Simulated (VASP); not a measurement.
Wanted: the native input for a VASP 6.6.1 run.

* Task: single point
* Functional: PBEsol
* Potentials or basis: VASP PAW PBE potentials, release 64 (Hf_pv, B)
* Cutoff: 520 eV
* k mesh: 10 × 10 × 8
* Occupations: fermi-dirac, width 0.05 eV
* Spin: no spin polarisation
* Dipole correction: no
* Further INCAR settings: ALGO = Normal; EDIFF = 1e-06; NBANDS = 15

The structure of HfB2 lies in POSCAR:

```
HfB2
1.0
    3.0772000000      0.0000000000      0.0000000000
   -1.5386000000      2.6649333725      0.0000000000
    0.0000000000      0.0000000000      3.4800000000
Hf B
1 2
Direct
    0.0000000000      0.0000000000      0.0000000000
    0.6666666667      0.3333333333      0.5000000000
    0.3333333333      0.6666666667      0.5000000000
```

These files were run (other wordings do the same):

INCAR

```
SYSTEM = HfB2
  PREC = Accurate
  ENCUT = 520
  EDIFF = 1E-6
  ISMEAR = -1
  SIGMA = 0.05
  LREAL = .FALSE.
  LASPH = .TRUE.
  NELM = 80
  ALGO = Normal
  ISIF = 2
  LWAVE = .FALSE.
  LCHARG = .FALSE.
  GGA = PS
  NBANDS = 15
```

KPOINTS

```
Automatic mesh
0
G
  10 10 8
  0 0 0
```

Potentials or basis: VASP PAW PBE potentials, release 64 (Hf_pv, B).

Launch:

```console
$ cat potpaw_PBE.64/Hf_pv/POTCAR potpaw_PBE.64/B/POTCAR > POTCAR
$ mpirun -np 1 vasp_std > vasp.out
```

Results of the run:

```json
{"Pressure": "6.9 GPa", "Band gap on the k mesh": "zero (band 8 reaches 8.66 eV, above the bottom of band 9 at 7.58 eV)"}
```

Caveat: the PAW data sets were made with another functional, which shifts forces and pressure a little; spin-orbit coupling is left out, which moves the levels of the heavy elements.

Wall time 39 s on 1 thread of Intel Xeon 8259CL, with other jobs on the host, peak memory 0.16 GiB.
